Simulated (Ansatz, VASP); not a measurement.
One calculation of KSiSe3, two programs

```
K Si Se
1.0
     6.90835    0.00000    0.00000
     0.00000    6.90835    0.00000
     0.00000    0.00000    5.18120
K Si Se
2 2 6
Direct
  0.00000 0.50000 0.50000
  0.50000 0.00000 0.50000
  0.50000 0.50000 0.00000
  0.00000 0.00000 0.00000
  0.79721 0.29721 0.00000
  0.70279 0.79721 0.00000
  0.50000 0.50000 0.50000
  0.20279 0.70279 0.00000
  0.29721 0.20279 0.00000
  0.00000 0.00000 0.50000
```

Alike in both runs: functional PBE; k mesh 6 × 6 × 8; occupations gaussian, width 0.1 eV; no spin polarisation.

Ansatz relaxed the structure, and its values are those at the end. VASP's run is a single point on that final structure, the one shown.

```csv
,VASP,Ansatz
version,VASP 6.6.1,Ansatz 0.2.0
potentials or method,"VASP PAW PBE potentials, release 64 (K_sv, Si, Se), cutoff 520 eV","scalar-relativistic, plane waves, PAW"
valence electrons in the cell,62,122
```

```tsv
	VASP	Ansatz	Ansatz less VASP
gap on the k mesh at the Fermi level (eV)	none	none	-
pressure (GPa)	0.1	0.0	-0.08
```

A gap of «none» marks a metal or a gap that the smearing closes. VASP's potentials hold 62 valence electrons a cell and Ansatz's 122, so a difference there can come from the potentials and not from the codes.
